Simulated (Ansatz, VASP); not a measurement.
# Two plane-wave programs on TiCo3

```xyz
4
Lattice="3.6140 0.0000 0.0000 0.0000 3.6140 0.0000 0.0000 0.0000 3.6140" Properties=species:S:1:pos:R:3 pbc="T T T"
Ti    0.0000    0.0000    0.0000
Co    0.0000    1.8070    1.8070
Co    1.8070    0.0000    1.8070
Co    1.8070    1.8070    0.0000
```

Alike in both runs: task single point; functional PBEsol; k mesh 12 × 12 × 12; occupations fermi-dirac, width 0.01 eV; collinear spin.

|  | VASP | Ansatz |
| --- | --- | --- |
| version | VASP 6.6.1 | Ansatz 0.2.0 |
| potentials or method | VASP PAW PBE potentials, release 64 (Ti_sv, Co), cutoff 520 eV | scalar-relativistic, plane waves, PAW |
| valence electrons in the cell | 39 | 63 |

VASP gave:

```
gap on the k mesh at the Fermi level (eV)                     : none
pressure (GPa)                                                : -15.5
net moment per atom (μB)                                      : 0.00
size of the moment on the site where the two differ most (μB) : 0.00
```

Q: Estimate Ansatz's values.

A: gap on the k mesh at the Fermi level (eV): none; pressure (GPa): -10.3; net moment per atom (μB): 0.67; size of the moment on the site where the two differ most (μB): 1.10.

The net moments are unlike, so the other rows may belong to different states. VASP's potentials were made for PBE, not for PBEsol. Site moments also hang on the region over which each program counts them. A gap of «none» marks a metal or a gap that the smearing closes. VASP's potentials hold 39 valence electrons a cell and Ansatz's 63, so a difference there can come from the potentials and not from the codes.
